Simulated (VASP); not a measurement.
# Ta (Im-3m) in VASP: further runs, part 2 of 2

VASP 6.6.1. Earlier steps stand in the parts before.

## (3) Elastic constants, PBE

This run uses another cell than the first one, of 18.23 Å³/atom, 1.007 times its volume.

Contents of INCAR:

```
ALGO = Normal
EDIFF = 1E-8
ENCUT = 600
GGA = PE
IBRION = 6
ISIF = 3
ISMEAR = 0
LASPH = True
LCHARG = False
LREAL = False
LWAVE = False
NELM = 80
NFREE = 2
NSW = 1
POTIM = 0.015
PREC = Accurate
SIGMA = 0.1
```

Contents of KPOINTS:

```
k-points
0
Gamma
  12 12 12
```

Contents of POSCAR:

```
Ta
1.0
   -1.6579289145      1.6579289145      1.6579289145
    1.6579289145     -1.6579289145      1.6579289145
    1.6579289145      1.6579289145     -1.6579289145
Ta
1
Direct
    0.0000000000      0.0000000000      0.0000000000
```

Potentials or basis: VASP PAW PBE potentials, release 64 (Ta_pv).

On the command line:

```
$ cat potpaw_PBE.64/Ta_pv/POTCAR > POTCAR
$ mpirun -np 1 vasp_std > vasp.out
```

OUTCAR:

```text
EDIFF = 1E-8
   ENCUT = 600
   GGA = PE
   IBRION = 6
   ISIF = 3
   ISMEAR = 0
   LASPH = True
   LREAL = False
   NELM = 80
   NFREE = 2
   NSW = 1
   POTIM = 0.015
   PREC = Accurate

 ion  position               nearest neighbor table
   1  0.000  0.000  0.000-

  LATTYP: Found a body centered cubic cell.
 ALAT       =     3.3158578290

  Lattice vectors:

 A1 = (  -1.6579289145,   1.6579289145,   1.6579289145)
 A2 = (   1.6579289145,  -1.6579289145,   1.6579289145)
 A3 = (   1.6579289145,   1.6579289145,  -1.6579289145)

Analysis of symmetry for initial positions (statically):
=====================================================================
 Subroutine PRICEL returns:
 Original cell was already a primitive cell.

 Routine SETGRP: Setting up the symmetry group for a
 body centered cubic supercell.

 Subroutine GETGRP returns: Found 48 space group operations
 (whereof 48 operations were pure point group operations)
 out of a pool of 48 trial point group operations.

The static configuration has the point symmetry O_h .

Analysis of symmetry for dynamics (positions and initial velocities):
=====================================================================
 Subroutine PRICEL returns:
 Original cell was already a primitive cell.

 Routine SETGRP: Setting up the symmetry group for a
 body centered cubic supercell.

 Subroutine GETGRP returns: Found 48 space group operations
 (whereof 48 operations were pure point group operations)
 out of a pool of 48 trial point group operations.

The dynamic configuration has the point symmetry O_h .

 Subroutine INISYM returns: Found 48 space group operations
 (whereof 48 operations are pure point group operations),
 and found     1 'primitive' translations

----------------------------------------------------------------------------------------

                                     Primitive cell

  volume of cell :      18.2288

  direct lattice vectors                    reciprocal lattice vectors
    -1.657928915  1.657928915  1.657928915     0.000000000  0.301581084  0.301581084
     1.657928915 -1.657928915  1.657928915     0.301581084  0.000000000  0.301581084
     1.657928915  1.657928915 -1.657928915     0.301581084  0.301581084  0.000000000

  length of vectors
     2.871617115  2.871617115  2.871617115     0.426500060  0.426500060  0.426500060

  position of ions in fractional coordinates (direct lattice)
     0.000000000  0.000000000  0.000000000

  ion indices of the primitive-cell ions
   primitive index   ion index
                 1           1

----------------------------------------------------------------------------------------

 KPOINTS: k-points

Automatic generation of k-mesh.
[... 213 lines left out ...]
  ---------------------------------------------------
  free  energy   TOTEN  =       -11.8050981581 eV

  energy  without entropy=      -11.7958255714  energy(sigma->0) =      -11.80046186

[... ionic steps 4 to 12 ...]

--------------------------------------- Ionic step       13  -------------------------------------------

 number of electron      11.0000001 magnetization

------------------------ aborting loop because EDIFF is reached ----------------------------------------
[... 65 lines left out ...]
--------------------------------------- Ionic step       15  -------------------------------------------

 number of electron      11.0000001 magnetization

 Free energy of the ion-electron system (eV)
  ---------------------------------------------------
  ext. energy  EPLUGINS =         0.00000000
  ---------------------------------------------------
  free energy    TOTEN  =       -11.80844088 eV

  energy without entropy =      -11.79827320  energy(sigma->0) =      -11.80335704

 E-fermi :   5.3677     XC(G=0): -12.5544

 val. band max:        5.3624431851   @ k =  -0.1667   0.2500   0.0833
 cond. band min:       5.3813351266   @ k =   0.3333   0.0000   0.0000
 fundamental gap:      0.0188919414
 Fermi energy:         5.3677151964

 k-point     1 :       0.0000    0.0000    0.0000
  band No.  band energies     occupation
      1     -27.7154      2.00000
      2     -27.7154      2.00000
      3     -27.7154      2.00000
      4      -2.4809      2.00000
      5       6.1313      0.00000
      6       6.1313      0.00000
      7       6.1313      0.00000
      8       9.3610      0.00000
      9       9.3610      0.00000
[... 265 lines left out ...]
 k-point    24 :       0.4167    0.0833    0.0833
  band No.  band energies     occupation
      1     -28.7695      2.00000
      2     -28.1329      2.00000
      3     -27.7974      2.00000
      4       1.6817      2.00000
      5       3.8084      2.00000
      6       6.2482      0.00000
      7       9.4862      0.00000
      8      10.2906      0.00000
      9      14.0480      0.00000

 [... further k-points ...]
[... 5 lines left out ...]
  --------------------------------------------------------------------------------------
  -------------------------------------------------------------------------------------
  Total        0.0117361      0.0117361      0.0117361     -0.0000000      0.0000000     -0.0000000
  in kB        1.0315210      1.0315210      1.0315210     -0.0000000      0.0000000     -0.0000000
  external PRESSURE =       1.0315210 kB  Pullay stress =       0.0000000 kB
[... 16 lines left out ...]
  FREE ENERGIE OF THE ION-ELECTRON SYSTEM (eV)
  ---------------------------------------------------
  free  energy   TOTEN  =       -11.8084408832 eV

  energy  without entropy=      -11.7982731973  energy(sigma->0) =      -11.80335704

 INTERNAL STRAIN TENSORS FROM STRAINED CELLS
 ============================================

 INTERNAL STRAIN TENSOR FOR ION    1 for displacements in x,y,z  (eV/Angst):
          X           Y           Z          XY          YZ          ZX
  --------------------------------------------------------------------------------
  x     0.00000     0.00000    -0.00000     0.00000     0.00000     0.00000
  y    -0.00000    -0.00000    -0.00000    -0.00000    -0.00000    -0.00000
  z    -0.00000     0.00000    -0.00000     0.00000     0.00000     0.00000

 INTERNAL STRAIN TENSORS FROM DISPLACED ATOMS
 ============================================

 INTERNAL STRAIN TENSOR FOR ION    1 for displacements in x,y,z  (eV/Angst):
          X           Y           Z          XY          YZ          ZX
  --------------------------------------------------------------------------------
  x     0.00000     0.00000     0.00000     0.00000     0.00000     0.00000
  y     0.00000     0.00000     0.00000     0.00000     0.00000     0.00000
  z     0.00000     0.00000     0.00000     0.00000     0.00000     0.00000

 Eigenvectors and eigenvalues of the dynamical matrix
 ----------------------------------------------------

   1 f  =    0.000000 THz     0.000000 2PiTHz    0.000000 cm-1     0.000000 meV
             X         Y         Z           dx          dy          dz
      0.000000  0.000000  0.000000     0.992278   -0.124035    0.000000

   2 f  =    0.000000 THz     0.000000 2PiTHz    0.000000 cm-1     0.000000 meV
             X         Y         Z           dx          dy          dz
      0.000000  0.000000  0.000000    -0.124035   -0.992278    0.000000

   3 f  =    0.000000 THz     0.000000 2PiTHz    0.000000 cm-1     0.000000 meV
             X         Y         Z           dx          dy          dz
      0.000000  0.000000  0.000000     0.000000    0.000000    1.000000

--------------------------------------------------------------------------------------------------------

 ELASTIC MODULI CONTR FROM IONIC RELAXATION (kBar)
 Direction    XX          YY          ZZ          XY          YZ          ZX
 --------------------------------------------------------------------------------
 XX           0.0000      0.0000      0.0000      0.0000      0.0000      0.0000
 YY           0.0000      0.0000      0.0000      0.0000      0.0000      0.0000
 ZZ           0.0000      0.0000      0.0000      0.0000      0.0000      0.0000
 XY           0.0000      0.0000      0.0000      0.0000      0.0000      0.0000
 YZ           0.0000      0.0000      0.0000      0.0000      0.0000      0.0000
 ZX           0.0000      0.0000      0.0000      0.0000      0.0000      0.0000
 --------------------------------------------------------------------------------

 TOTAL ELASTIC MODULI (kBar)
 Direction    XX          YY          ZZ          XY          YZ          ZX
 --------------------------------------------------------------------------------
 XX        2329.6639   1614.3308   1614.3308      0.0000     -0.0000     -0.0000
 YY        1614.3308   2329.6639   1614.3308     -0.0000      0.0000     -0.0000
 ZZ        1614.3308   1614.3308   2329.6639     -0.0000      0.0000     -0.0000
 XY           0.0000     -0.0000     -0.0000    462.4520     -0.0000      0.0000
 YZ          -0.0000      0.0000      0.0000     -0.0000    462.4520      0.0000
 ZX          -0.0000     -0.0000     -0.0000      0.0000      0.0000    462.4520
 --------------------------------------------------------------------------------
```

OSZICAR:

```text
N       E                     dE             d eps       ncg     rms          rms(c)
DAV:   1     0.499889702472E+02    0.49989E+02   -0.70326E+03  1296   0.130E+03
DAV:   2    -0.114924457715E+02   -0.61481E+02   -0.60547E+02  1617   0.257E+02
DAV:   3    -0.122693239357E+02   -0.77688E+00   -0.75205E+00  1534   0.283E+01
[... 168 lines left out ...]
DAV:   4    -0.118084394820E+02    0.18263E-05   -0.10437E-04  1398   0.117E-01    0.509E-03
DAV:   5    -0.118084406160E+02   -0.11340E-05   -0.26619E-06  1455   0.194E-02    0.129E-03
DAV:   6    -0.118084407502E+02   -0.13420E-06   -0.92458E-08  1360   0.374E-03    0.448E-04
DAV:   7    -0.118084408841E+02   -0.13394E-06   -0.10664E-08   871   0.124E-03    0.300E-05
DAV:   8    -0.118084408832E+02    0.94678E-09   -0.79121E-10   666   0.369E-04
  15 F= -.11808441E+02 E0= -.11803357E+02  d E =-.101677E-01
```

stdout:

```text
POSCAR found type information on POSCAR Ta
 POSCAR found :  1 types and       1 ions
 scaLAPACK will be used
 LDA part: xc-table for (Slater+PW92), standard interpolation
 POSCAR, INCAR and KPOINTS ok, starting setup
 FFT: planning ... GRIDC
 FFT: planning ... GRID_SOFT
 FFT: planning ... GRID
 WAVECAR not read
 entering main loop
 Found     1 degrees of freedom:
 Adding 6 more for cell shape distortion
 Finite differences POTIM= 0.01500 DOF=   7
 bond charge predicted
 Finite differences progress:
 bond charge predicted
 Finite differences progress:
 bond charge predicted
 Finite differences progress:
 bond charge predicted
 Finite differences progress:
 bond charge predicted
 Finite differences progress:
 bond charge predicted
 Finite differences progress:
 bond charge predicted
 Finite differences progress:
 bond charge predicted
 Finite differences progress:
 bond charge predicted
 Finite differences progress:
 bond charge predicted
 Finite differences progress:
 bond charge predicted
 Finite differences progress:
 bond charge predicted
 Finite differences progress:
 bond charge predicted
 Finite differences progress:
 bond charge predicted
 Finite differences progress:
```

Run time: 5 min. Hardware: 1 thread of Intel Xeon 6975P-C, shared host; peak memory 0.32 GiB.

Results:

- Elastic constants C11, C12, C44: 233, 161, 46 GPa
- Voigt bulk modulus: 185 GPa

Elastic tensor in Voigt notation (GPa, in the Cartesian axes of the cell as first typed):
```
233 161 161   0   0   0
161 233 161   0   0   0
161 161 233   0   0   0
  0   0   0  46   0   0
  0   0   0   0  46   0
  0   0   0   0   0  46
```

Clamped-ion elastic tensor (GPa):
```
233 161 161   0   0   0
161 233 161   0   0   0
161 161 233   0   0   0
  0   0   0  46   0   0
  0   0   0   0  46   0
  0   0   0   0   0  46
```

Caveat: spin-orbit coupling is left out, which moves the levels of the heavy elements.

## (4) Elastic constants, PBE

This run uses another cell than the first one, of 18.31 Å³/atom, 1.012 times its volume.

Contents of INCAR:

```
PREC = Accurate
ENCUT = 600
EDIFF = 1E-8
ISMEAR = 0
SIGMA = 0.1
LREAL = F
LASPH = T
NELM = 100
ALGO = Normal
ISIF = 3
LWAVE = F
LCHARG = F
GGA = PE
IBRION = 6
NFREE = 2
POTIM = 0.015
NSW = 1
```

Contents of KPOINTS:

```
Automatic mesh
0
Gamma
  16 16 16
```

Contents of POSCAR:

```
Ta
1.0
   -1.6603706668      1.6603706668      1.6603706668
    1.6603706668     -1.6603706668      1.6603706668
    1.6603706668      1.6603706668     -1.6603706668
Ta
1
Direct
    0.0000000000      0.0000000000      0.0000000000
```

On the command line:

```
$ cat potpaw_PBE.64/Ta_pv/POTCAR > POTCAR
$ mpirun -np 1 vasp_std > vasp.out
```

It took 5.2 min on 1 thread of Intel Xeon 6975P-C (Granite Rapids), shared host; peak memory 0.5 GiB.

It converged, with:

| Item | Value |
| --- | --- |
| Elastic constants C11, C12, C44 | 252, 165, 68 GPa |
| Voigt bulk modulus | 194 GPa |

Elastic tensor in Voigt notation (GPa, in the Cartesian axes of the cell as first typed):
```
252 165 165   0   0   0
165 252 165   0   0   0
165 165 252   0   0   0
  0   0   0  68   0   0
  0   0   0   0  68   0
  0   0   0   0   0  68
```

Clamped-ion elastic tensor (GPa):
```
252 165 165   0   0   0
165 252 165   0   0   0
165 165 252   0   0   0
  0   0   0  68   0   0
  0   0   0   0  68   0
  0   0   0   0   0  68
```

Caveat: spin-orbit coupling is left out, which moves the levels of the heavy elements.
